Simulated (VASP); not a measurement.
# KTaO3 (Pm-3m) in VASP: a series of runs, part 2 of 2

VASP 6.6.1. Earlier steps stand in the parts before.

## Step 3: Single point, PBEsol (volume scaled by 1.04)

Input file INCAR:

```
  PREC = Accurate
  ENCUT = 520
  EDIFF = 1E-7
  ISMEAR = -1
  SIGMA = 0.05
  LREAL = False
  LASPH = True
  NELM = 60
  ALGO = Normal
  ISIF = 2
  LWAVE = False
  LCHARG = True
  GGA = PS
  LELF = True
  LVHAR = True
  NBANDS = 27
```

Input file KPOINTS:

```
Automatic mesh
0
Gamma
  7 7 7
```

Input file POSCAR:

```
KTaO3
1.0
    4.0407836503      0.0000000000      0.0000000000
    0.0000000000      4.0407836503      0.0000000000
    0.0000000000      0.0000000000      4.0407836503
Ta K O
1 1 3
Direct
    0.0000000000      0.0000000000      0.0000000000
    0.5000000000      0.5000000000      0.5000000000
    0.0000000000      0.0000000000      0.5000000000
    0.0000000000      0.5000000000      0.0000000000
    0.5000000000      0.0000000000      0.0000000000
```

Potentials or basis: VASP PAW PBE potentials, release 64 (Ta_pv, K_sv, O).

The run is started by

```sh
$ cat potpaw_PBE.64/Ta_pv/POTCAR potpaw_PBE.64/K_sv/POTCAR potpaw_PBE.64/O/POTCAR > POTCAR
$ mpirun -np 1 vasp_std > vasp.out
```

OUTCAR:

```text
PREC = Accurate
   ENCUT = 520
   EDIFF = 1E-7
   ISMEAR = -1
   LREAL = False
   LASPH = True
   NELM = 60
   ISIF = 2
   GGA = PS

 ion  position               nearest neighbor table
   1  0.000  0.000  0.000-   3 2.02   4 2.02   5 2.02   3 2.02   4 2.02   5 2.02   2 3.50   2 3.50
                             2 3.50   2 3.50   2 3.50   2 3.50   2 3.50   2 3.50
   2  0.500  0.500  0.500-   3 2.86   4 2.86   5 2.86   4 2.86   5 2.86   3 2.86   5 2.86   5 2.86
                             3 2.86   4 2.86   4 2.86   3 2.86   1 3.50   1 3.50   1 3.50   1 3.50
   3  0.000  0.000  0.500-   1 2.02   1 2.02   2 2.86   2 2.86   2 2.86   2 2.86
   4  0.000  0.500  0.000-   1 2.02   1 2.02   2 2.86   2 2.86   2 2.86   2 2.86
   5  0.500  0.000  0.000-   1 2.02   1 2.02   2 2.86   2 2.86   2 2.86   2 2.86

  LATTYP: Found a simple cubic cell.
 ALAT       =     4.0407836503

  Lattice vectors:

 A1 = (   4.0407836503,   0.0000000000,   0.0000000000)
 A2 = (   0.0000000000,   4.0407836503,   0.0000000000)
 A3 = (   0.0000000000,   0.0000000000,   4.0407836503)

Analysis of symmetry for initial positions (statically):
=====================================================================
[... 176 lines left out ...]
 cond. band min:       3.4019507506   @ k =   0.0000   0.0000   0.0000
 fundamental gap:      2.0587557349
 Fermi energy:         2.4293878996

 k-point     1 :       0.0000    0.0000    0.0000
  band No.  band energies     occupation
      1     -32.8393      2.00000
      2     -32.8393      2.00000
      3     -32.8393      2.00000
      4     -25.7517      2.00000
      5     -15.9432      2.00000
      6     -15.2298      2.00000
[... 589 lines left out ...]
     26      12.0397      0.00000
     27      13.2325      0.00000

------------------------ aborting loop because EDIFF is reached ----------------------------------------

  FORCE on cell =-STRESS in cart. coord.  units (eV):
  Direction    XX          YY          ZZ          XY          YZ          ZX
  --------------------------------------------------------------------------------------
  -------------------------------------------------------------------------------------
  Total       -2.9151304     -2.9151304     -2.9151304     -0.0000000      0.0000000      0.0000000
  in kB      -70.7899780    -70.7899780    -70.7899780     -0.0000000      0.0000000      0.0000000
  external PRESSURE =     -70.7899780 kB  Pullay stress =       0.0000000 kB

 VOLUME and BASIS-vectors are now :
 -----------------------------------------------------------------------------
  energy-cutoff  :      520.00
  volume of cell :       65.98
      direct lattice vectors                 reciprocal lattice vectors
     4.040783650  0.000000000  0.000000000     0.247476749  0.000000000  0.000000000
     0.000000000  4.040783650  0.000000000     0.000000000  0.247476749  0.000000000
     0.000000000  0.000000000  4.040783650     0.000000000  0.000000000  0.247476749

 POSITION                                       TOTAL-FORCE (eV/Angst)
 -----------------------------------------------------------------------------------
      0.00000      0.00000      0.00000         0.000000      0.000000      0.000000
      2.02039      2.02039      2.02039         0.000000      0.000000      0.000000
      0.00000      0.00000      2.02039         0.000000      0.000000      0.000000
      0.00000      2.02039      0.00000         0.000000      0.000000      0.000000
      2.02039      0.00000      0.00000         0.000000      0.000000      0.000000
 -----------------------------------------------------------------------------------
    total drift:                                0.000000     -0.000000      0.000000

  FREE ENERGIE OF THE ION-ELECTRON SYSTEM (eV)
  ---------------------------------------------------
  free  energy   TOTEN  =       -42.8681263925 eV

  energy  without entropy=      -42.8681263922  energy(sigma->0) =      -42.86812639
```

stdout:

```text
POSCAR found type information on POSCAR TaK O
 POSCAR found :  3 types and       5 ions
 scaLAPACK will be used
 -----------------------------------------------------------------------------
|                                                                             |
|                                                                             |
|     You enforced a specific xc type in the INCAR file but a different       |
|     I HOPE YOU KNOW WHAT YOU ARE DOING!                                     |
|                                                                             |
 -----------------------------------------------------------------------------

 LDA part: xc-table for (Slater+PW92), standard interpolation
 POSCAR, INCAR and KPOINTS ok, starting setup
 FFT: planning ... GRIDC
 FFT: planning ... GRID_SOFT
 FFT: planning ... GRID
 WAVECAR not read
 entering main loop
```

Run time: 53 s. Hardware: 1 thread of AMD EPYC 7R13, shared host; peak memory 0.16 GiB.

What came out:

```yaml
Free_energy: -42.8681 eV
Pressure: -7.1 GPa
Band_gap_on_the_k_mesh: 2.06 eV, indirect (least direct gap 2.64 eV)
```

Caveat: the PAW data sets were made with another functional, which shifts forces and pressure a little; spin-orbit coupling is left out, which moves the levels of the heavy elements.

## Step 4: Single point, PBEsol (volume scaled by 1.06)

Input file INCAR:

```
SYSTEM = KTaO3
ALGO     = Normal         ! electronic algorithm
EDIFF    = 1E-6           ! SCF threshold, eV
ENCUT    = 520            ! plane-wave cutoff, eV
GGA      = PS             ! functional
ISIF     = 2              ! what is computed and relaxed
ISMEAR   = -1             ! smearing method
LASPH    = .True.         ! aspherical terms in the spheres
LCHARG   = .False.        ! write CHGCAR
LREAL    = .False.        ! projectors in reciprocal space
LWAVE    = .False.        ! write WAVECAR
NBANDS   = 27             ! bands
NELM     = 100            ! most SCF steps
PREC     = Accurate       ! precision mode
SIGMA    = 0.05           ! smearing width, eV
```

Input file KPOINTS:

```
k-points
0
Gamma
  7 7 7
  0 0 0
```

Edit POSCAR of step 3 so:

```diff
@@ -2,5 +2,5 @@
 1.0
-    4.0407836503      0.0000000000      0.0000000000
-    0.0000000000      4.0407836503      0.0000000000
-    0.0000000000      0.0000000000      4.0407836503
+    4.0665218197      0.0000000000      0.0000000000
+    0.0000000000      4.0665218197      0.0000000000
+    0.0000000000      0.0000000000      4.0665218197
 Ta K O
```

Potentials or basis: VASP PAW PBE potentials, release 64 (Ta_pv, K_sv, O).

The run is started by

```sh
$ cat potpaw_PBE.64/Ta_pv/POTCAR potpaw_PBE.64/K_sv/POTCAR potpaw_PBE.64/O/POTCAR > POTCAR
$ mpirun -np 1 vasp_std > vasp.out
```

OUTCAR:

```text
SYSTEM = KTaO3
   EDIFF = 1E-6
   ENCUT = 520
   GGA = PS
   ISIF = 2
   ISMEAR = -1
   LASPH = .True.
   LREAL = .False.
   NELM = 100
   PREC = Accurate

 ion  position               nearest neighbor table
   1  0.000  0.000  0.000-   3 2.03   4 2.03   5 2.03   3 2.03   4 2.03   5 2.03   2 3.52   2 3.52
                             2 3.52   2 3.52   2 3.52   2 3.52   2 3.52   2 3.52
   2  0.500  0.500  0.500-   3 2.88   4 2.88   5 2.88   4 2.88   5 2.88   3 2.88   5 2.88   5 2.88
                             3 2.88   4 2.88   4 2.88   3 2.88   1 3.52   1 3.52   1 3.52   1 3.52
   3  0.000  0.000  0.500-   1 2.03   1 2.03   2 2.88   2 2.88   2 2.88   2 2.88
[... 799 lines left out ...]
  -------------------------------------------------------------------------------------
  Total       -4.2782021     -4.2782021     -4.2782021      0.0000000      0.0000000     -0.0000000
  in kB     -101.9301260   -101.9301260   -101.9301260      0.0000000      0.0000000     -0.0000000
  external PRESSURE =    -101.9301260 kB  Pullay stress =       0.0000000 kB

 VOLUME and BASIS-vectors are now :
 -----------------------------------------------------------------------------
  energy-cutoff  :      520.00
  volume of cell :       67.25
      direct lattice vectors                 reciprocal lattice vectors
     4.066521820  0.000000000  0.000000000     0.245910398  0.000000000  0.000000000
     0.000000000  4.066521820  0.000000000     0.000000000  0.245910398  0.000000000
     0.000000000  0.000000000  4.066521820     0.000000000  0.000000000  0.245910398

 POSITION                                       TOTAL-FORCE (eV/Angst)
 -----------------------------------------------------------------------------------
      0.00000      0.00000      0.00000         0.000000      0.000000      0.000000
      2.03326      2.03326      2.03326         0.000000      0.000000      0.000000
      0.00000      0.00000      2.03326         0.000000      0.000000      0.000000
      0.00000      2.03326      0.00000         0.000000      0.000000      0.000000
      2.03326      0.00000      0.00000         0.000000      0.000000      0.000000
 -----------------------------------------------------------------------------------
    total drift:                                0.000000     -0.000000      0.000000

  FREE ENERGIE OF THE ION-ELECTRON SYSTEM (eV)
  ---------------------------------------------------
  free  energy   TOTEN  =       -42.8010019178 eV

  energy  without entropy=      -42.8010019174  energy(sigma->0) =      -42.80100192
```

stdout:

```text
POSCAR found type information on POSCAR TaK O
 POSCAR found :  3 types and       5 ions
 scaLAPACK will be used
 -----------------------------------------------------------------------------
|                                                                             |
|                                                                             |
|     You enforced a specific xc type in the INCAR file but a different       |
|     I HOPE YOU KNOW WHAT YOU ARE DOING!                                     |
|                                                                             |
 -----------------------------------------------------------------------------

 LDA part: xc-table for (Slater+PW92), standard interpolation
 POSCAR, INCAR and KPOINTS ok, starting setup
 FFT: planning ... GRIDC
 FFT: planning ... GRID_SOFT
 FFT: planning ... GRID
 WAVECAR not read
 entering main loop
```

Run time: 52 s. Hardware: 1 thread of AMD EPYC 7R13, shared host; peak memory 0.16 GiB.

Results:

- Free energy: -42.8010 eV
- Pressure: -10.2 GPa
- Band gap on the k mesh: 2.02 eV, indirect (least direct gap 2.60 eV)

Caveat: the PAW data sets were made with another functional, which shifts forces and pressure a little; spin-orbit coupling is left out, which moves the levels of the heavy elements.

## Step 5: The runs side by side

```csv
cell,gap on the mesh (eV),pressure (GPa)
"a = 4.015 Å, 5 atoms",2.10,-3.6
"a = 4.041 Å, 5 atoms",2.06,-7.1
"a = 4.067 Å, 5 atoms",2.02,-10.2
```

Alike in all rows: task single point; level PBEsol; potentials or basis VASP PAW PBE potentials, release 64 (Ta_pv, K_sv, O); no spin polarisation; k mesh 7 × 7 × 7; cutoff (eV) 520; smearing fermi-dirac 0.05 eV.

Caveats: the PAW data sets were made with another functional, which shifts forces and pressure a little; spin-orbit coupling is left out, which moves the levels of the heavy elements.

Absolute energies hang on the potentials; compare differences alone.
